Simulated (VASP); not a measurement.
# Br (Pm-3m) in VASP: notebook, part 3 of 3

VASP 6.6.1. Earlier steps stand in the parts before.

## Step 5: Relaxation of cell and atoms, PBE, target pressure 15 GPa, at which the enthalpy is minimised

This run uses another cell than the first one, of 28.65 Å³/atom, 1.244 times its volume.

Contents of INCAR:

```
ALGO = Normal
EDIFF = 1E-6
EDIFFG = -0.02
ENCUT = 600
GGA = PE
IBRION = 2
ISIF = 3
ISMEAR = -1
LASPH = T
LCHARG = F
LREAL = F
LWAVE = F
NELM = 80
NSW = 60
PREC = Accurate
PSTRESS = 150.0
SIGMA = 0.02
```

Contents of KPOINTS:

```
k-points
0
Gamma
  13 13 13
```

Contents of POSCAR:

```
Br
1.0
    3.0600000000      0.0000000000      0.0000000000
    0.0000000000      3.0600000000      0.0000000000
    0.0000000000      0.0000000000      3.0600000000
Br
1
Direct
    0.0000000000      0.0000000000      0.0000000000
```

Potentials or basis: VASP PAW PBE potentials, release 64 (Br).

Launch:

```console
cat potpaw_PBE.64/Br/POTCAR > POTCAR
mpirun -np 1 vasp_std > vasp.out
```

OUTCAR:

```text
EDIFF = 1E-6
   EDIFFG = -0.02
   ENCUT = 600
   GGA = PE
   IBRION = 2
   ISIF = 3
   ISMEAR = -1
   LASPH = T
   LREAL = F
   NELM = 80
   NSW = 60
   PREC = Accurate
   PSTRESS = 150.0

 ion  position               nearest neighbor table
   1  0.000  0.000  0.000-

  LATTYP: Found a simple cubic cell.
 ALAT       =     3.0600000000

  Lattice vectors:

 A1 = (   3.0600000000,   0.0000000000,   0.0000000000)
 A2 = (   0.0000000000,   3.0600000000,   0.0000000000)
 A3 = (   0.0000000000,   0.0000000000,   3.0600000000)

Analysis of symmetry for initial positions (statically):
=====================================================================
 Subroutine PRICEL returns:
 Original cell was already a primitive cell.

 Routine SETGRP: Setting up the symmetry group for a
 simple cubic supercell.

 Subroutine GETGRP returns: Found 48 space group operations
 (whereof 48 operations were pure point group operations)
 out of a pool of 48 trial point group operations.

The static configuration has the point symmetry O_h .

Analysis of symmetry for dynamics (positions and initial velocities):
=====================================================================
 Subroutine PRICEL returns:
[... 158 lines left out ...]

  FORCE on cell =-STRESS in cart. coord.  units (eV):
  Direction    XX          YY          ZZ          XY          YZ          ZX
  --------------------------------------------------------------------------------------
  -------------------------------------------------------------------------------------
  Total        0.2226616      0.2226616      0.2226616     -0.0000000      0.0000000     -0.0000000
  in kB       12.4506380     12.4506380     12.4506380     -0.0000000      0.0000000     -0.0000000
  external PRESSURE =    -137.5493620 kB  Pullay stress =     150.0000000 kB
[... 24 lines left out ...]
--------------------------------------- Ionic step        2  -------------------------------------------

 number of electron       6.9999999 magnetization

 E-fermi :   6.4909     XC(G=0): -10.5354

 val. band max:        6.4882525685   @ k =   0.3077   0.1538   0.0769
 cond. band min:       6.5623574869   @ k =   0.3846   0.0769   0.0000
 fundamental gap:      0.0741049184
 Fermi energy:         6.4908999555

 k-point     1 :       0.0000    0.0000    0.0000
  band No.  band energies     occupation
      1     -12.8337      2.00000
      2       6.1470      2.00000
      3       6.1470      2.00000
      4       6.1470      2.00000
      5      13.8291      0.00000
      6      13.8291      0.00000
      7      13.9617      0.00000
[... 303 lines left out ...]
--------------------------------------- Ionic step        4  -------------------------------------------

 number of electron       6.9999997 magnetization

 Free energy of the ion-electron system (eV)
  ---------------------------------------------------
  ext. energy  EPLUGINS =         0.00000000
  ---------------------------------------------------
  free energy    TOTEN  =        -0.96593938 eV

  energy without entropy =       -0.96433540  energy(sigma->0) =       -0.96513739

 E-fermi :   4.1336     XC(G=0):  -9.7535

 val. band max:        4.1323929832   @ k =   0.1538   0.0769   0.0000
 cond. band min:       4.1384705116   @ k =   0.3077   0.1538   0.0769
 fundamental gap:      0.0060775284
 Fermi energy:         4.1336002440

 k-point     1 :       0.0000    0.0000    0.0000
  band No.  band energies     occupation
      1     -13.4901      2.00000
      2       3.8842      1.99999
      3       3.8842      1.99999
      4       3.8842      1.99999
      5      11.1141      0.00000
      6      12.1782      0.00000
      7      12.1782      0.00000
[... 262 lines left out ...]
  energy  without entropy=       -0.9643353989  energy(sigma->0) =       -0.96513739

  enthalpy is  TOTEN    =         1.1911563203 eV   P V=        2.1570957025

 reached required accuracy - stopping structural energy minimisation
```

OSZICAR:

```text
N       E                     dE             d eps       ncg     rms          rms(c)
DAV:   1     0.257023910051E+02    0.25702E+02   -0.31387E+03  1183   0.857E+02
[... 30 lines left out ...]
   3 F= 0.11913178E+01 E0= 0.11921246E+01  d E =-.288256E+00
       N       E                     dE             d eps       ncg     rms          rms(c)
DAV:   1    -0.966433750510E+00    0.89219E-02   -0.13499E-02  1197   0.873E-01    0.114E-01
DAV:   2    -0.966052700245E+00    0.38105E-03   -0.47303E-04  1288   0.167E-01    0.665E-02
DAV:   3    -0.965938594567E+00    0.11411E-03   -0.36953E-04  1197   0.131E-01    0.618E-02
DAV:   4    -0.965940307115E+00   -0.17125E-05   -0.49433E-06  1295   0.216E-02    0.303E-02
DAV:   5    -0.965939382222E+00    0.92489E-06   -0.14999E-06  1239   0.844E-03
   4 F= 0.11911563E+01 E0= 0.11919583E+01  d E =-.288418E+00
```

Wall time 15 s (1 thread of Intel Xeon Platinum 8488C (Sapphire Rapids), shared host); peak memory 0.15 GiB.

Results:

| Item | Value |
| --- | --- |
| Free energy | -0.9659 eV |
| Relaxed volume | 23.04 Å³/atom |
| Relaxed cell | a = 2.846 Å, b = 2.846 Å, c = 2.846 Å, α = 90.00°, β = 90.00°, γ = 90.00° |
| Space group after relaxing (to 0.05 Å) | Pm-3m (No. 221) |
| Energy change on relaxing (the enthalpy is what falls) | +237.0 meV/atom |
| Ionic steps | 4 |
| Pressure after relaxing | 15.0 GPa |

The path:
```csv
step,energy change (eV),largest force (eV/Å),pressure (GPa),volume (Å³)
1,0.0000,0.0000,1.25,28.65
2,0.7581,0.0000,36.55,19.61
3,0.2276,0.0000,14.54,23.14
4,0.2370,0.0000,14.96,23.04
```

Final structure:
```
Br
1.0
     2.84553    0.00000    0.00000
     0.00000    2.84553    0.00000
     0.00000    0.00000    2.84553
Br
1
Cartesian
  0.0000 0.0000 0.0000
```

Caveat: the cell is relaxed towards a set pressure, so the enthalpy falls and the energy may rise; the volume moved by over 15 % at a fixed basis, so the end points are rough; an odd number of electrons without spin polarisation forces a metal; a magnetic or distorted state may lie lower.

## Step 6: Relaxation of cell and atoms, PBE, target pressure 30 GPa, at which the enthalpy is minimised

This run uses another cell than the first one, of 28.65 Å³/atom, 1.244 times its volume.

Contents of INCAR:

```
SYSTEM = Br
PREC = Accurate ; ENCUT = 600
EDIFF = 1E-6 ; ISMEAR = -1
SIGMA = 0.02 ; LREAL = .FALSE.
LASPH = .TRUE. ; NELM = 60
ALGO = Normal ; ISIF = 3
LWAVE = .FALSE. ; LCHARG = .FALSE.
GGA = PE ; IBRION = 2
NSW = 60 ; EDIFFG = -0.02
PSTRESS = 300.0
```

Contents of KPOINTS:

```
regular mesh
0
G
  13 13 13
  0 0 0
```

POSCAR is that of step 5.

Potentials or basis: VASP PAW PBE potentials, release 64 (Br).

Launch:

```console
cat potpaw_PBE.64/Br/POTCAR > POTCAR
mpirun -np 1 vasp_std > vasp.out
```

Run time: 20 s. Hardware: 1 thread of Intel Xeon Platinum 8488C (Sapphire Rapids), shared host; peak memory 0.16 GiB.

It converged, with:

- Free energy: -0.6058 eV
- Relaxed volume: 20.39 Å³/atom
- Relaxed cell: a = 2.732 Å, b = 2.732 Å, c = 2.732 Å, α = 90.00°, β = 90.00°, γ = 90.00°
- Space group after relaxing (to 0.05 Å): Pm-3m (No. 221)
- Energy change on relaxing (the enthalpy is what falls): +597.2 meV/atom
- Ionic steps: 5
- Pressure after relaxing: 30.1 GPa

The path:
```csv
step,energy change (eV),largest force (eV/Å),pressure (GPa),volume (Å³)
1,0.0000,0.0000,1.25,28.65
2,5.3507,0.0000,202.32,12.18
3,0.3770,0.0000,21.02,21.78
4,0.5212,0.0000,27.02,20.82
5,0.5972,0.0000,30.10,20.39
```

Final structure:
```cif
data_structure
_symmetry_space_group_name_H-M 'P 1'
_symmetry_Int_Tables_number 1
_cell_length_a 2.7320
_cell_length_b 2.7320
_cell_length_c 2.7320
_cell_angle_alpha 90.000
_cell_angle_beta 90.000
_cell_angle_gamma 90.000
_cell_volume 20.39
loop_
_atom_site_label
_atom_site_type_symbol
_atom_site_fract_x
_atom_site_fract_y
_atom_site_fract_z
_atom_site_occupancy
Br1 Br 0.00000 0.00000 0.00000 1
```

Levels at points of the mesh, in eV from the Fermi level:
| k point | band 1 | band 2 | band 3 | band 4 | band 5 | band 6 | band 7 |
| --- | --- | --- | --- | --- | --- | --- | --- |
| (0.00, 0.00, 0.00) | -18.88 | -0.32 | -0.32 | -0.32 | 7.34 | 7.52 | 7.52 |

Caveat: the cell is relaxed towards a set pressure, so the enthalpy falls and the energy may rise; the volume moved by over 15 % at a fixed basis, so the end points are rough; an odd number of electrons without spin polarisation forces a metal; a magnetic or distorted state may lie lower.

## Step 7: Relaxation of cell and atoms, PBE, target pressure 45 GPa, at which the enthalpy is minimised

This run uses another cell than the first one, of 28.65 Å³/atom, 1.244 times its volume.

Contents of INCAR:

```
  ALGO = Normal
  EDIFF = 1E-7
  EDIFFG = -0.02
  ENCUT = 600
  GGA = PE
  IBRION = 2
  ISIF = 3
  ISMEAR = -1
  LASPH = True
  LCHARG = False
  LREAL = False
  LWAVE = False
  NELM = 100
  NSW = 60
  PREC = Accurate
  PSTRESS = 450.0
  SIGMA = 0.02
```

Contents of KPOINTS:

```
k-points
0
Gamma
  13 13 13
```

POSCAR is that of step 6.

Launch:

```console
cat potpaw_PBE.64/Br/POTCAR > POTCAR
mpirun -np 1 vasp_std > vasp.out
```

Wall time 46 s (1 thread of Intel Xeon Platinum 8488C (Sapphire Rapids), shared host); peak memory 0.15 GiB.

Results (log left out):

* Free energy: -0.2326 eV
* Relaxed volume: 18.78 Å³/atom
* Relaxed cell: a = 2.658 Å, b = 2.658 Å, c = 2.658 Å, α = 90.00°, β = 90.00°, γ = 90.00°
* Space group after relaxing (to 0.05 Å): Pm-3m (No. 221)
* Energy change on relaxing (the enthalpy is what falls): +970.3 meV/atom
* Ionic steps: 17
* Pressure after relaxing: 44.9 GPa

The path:
```csv
step,energy change (eV),largest force (eV/Å),pressure (GPa),volume (Å³)
1,0.0000,0.0000,1.24,28.65
2,20.6318,0.0000,1011.62,6.91
3,0.4548,0.0000,24.28,21.23
4,0.6686,0.0000,32.97,20.03
5,0.9982,0.0000,46.03,18.68
6,0.9498,0.0000,44.13,18.85
7,0.9506,0.0000,44.16,18.85
8,0.9533,0.0000,44.27,18.84
9,0.9533,0.0000,44.27,18.84
10,0.9534,0.0000,44.27,18.84
11,0.9535,0.0000,44.27,18.84
12,0.9538,0.0000,44.27,18.84
13,0.9543,0.0000,44.30,18.83
14,0.9554,0.0000,44.35,18.83
15,0.9575,0.0000,44.43,18.82
16,0.9617,0.0000,44.60,18.81
17,0.9703,0.0000,44.93,18.78
```

Final structure:
```
Br
1.0
     2.65793    0.00000    0.00000
     0.00000    2.65793    0.00000
     0.00000    0.00000    2.65793
Br
1
Direct
  0.00000 0.00000 0.00000
```

Levels at points of the mesh, in eV from the Fermi level:
| k point | band 1 | band 2 | band 3 | band 4 | band 5 | band 6 | band 7 |
| --- | --- | --- | --- | --- | --- | --- | --- |
| (0.00, 0.00, 0.00) | -19.85 | -0.37 | -0.37 | -0.37 | 7.12 | 7.12 | 7.62 |

Caveat: the cell is relaxed towards a set pressure, so the enthalpy falls and the energy may rise; the volume moved by over 15 % at a fixed basis, so the end points are rough; an odd number of electrons without spin polarisation forces a metal; a magnetic or distorted state may lie lower.

## Step 8: The runs side by side

```tsv
task	cell	cutoff (eV)	gap on the mesh (eV)	pressure (GPa)
single point	a = 2.845 Å, 1 atom	520	none	15.0
single point	a = 3.098 Å, 1 atom	520	none	0.0
relaxation of cell and atoms	relaxed from a = 3.060 Å, 1 atom	600	none	0.0
relaxation of cell and atoms	relaxed to 15 GPa from a = 3.060 Å, 1 atom	600	none	15.0
relaxation of cell and atoms	relaxed to 30 GPa from a = 3.060 Å, 1 atom	600	none	30.1
relaxation of cell and atoms	relaxed to 45 GPa from a = 3.060 Å, 1 atom	600	none	44.9
```

Alike in all rows: level PBE; potentials or basis VASP PAW PBE potentials, release 64 (Br); no spin polarisation; k mesh 13 × 13 × 13; smearing fermi-dirac 0.02 eV.

Caveats: an odd number of electrons without spin polarisation forces a metal; a magnetic or distorted state may lie lower; the cell is relaxed towards a set pressure, so the enthalpy falls and the energy may rise (some runs); the volume moved by over 15 % at a fixed basis, so the end points are rough (some runs).

Absolute energies hang on the potentials; compare differences alone.
